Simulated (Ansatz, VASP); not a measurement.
## Bi: VASP beside Ansatz

```
Bi
1.0
     2.29333    1.32405    4.04241
    -2.29333    1.32405    4.04241
     0.00000   -2.64811    4.04241
Bi
2
Direct
  0.23376 0.23376 0.23376
  0.76624 0.76624 0.76624
```

Alike in both runs: functional PBE; k mesh 9 × 9 × 9; occupations fermi-dirac, width 0.05 eV; no spin polarisation.

Ansatz relaxed the structure, and its values are those at the end. VASP's run is a single point on that final structure, the one shown.

```csv
,VASP,Ansatz
version,VASP 6.6.1,Ansatz 0.2.0
potentials or method,"VASP PAW PBE potentials, release 64 (Bi_d), cutoff 520 eV","all-electron LAPW, scalar-relativistic"
```

```tsv
	VASP	Ansatz	Ansatz less VASP
pressure (GPa)	0.0	0.0	+0.05
```

Ansatz ran all-electron here, and VASP with PAW potentials.

Neither program's run includes spin-orbit coupling.
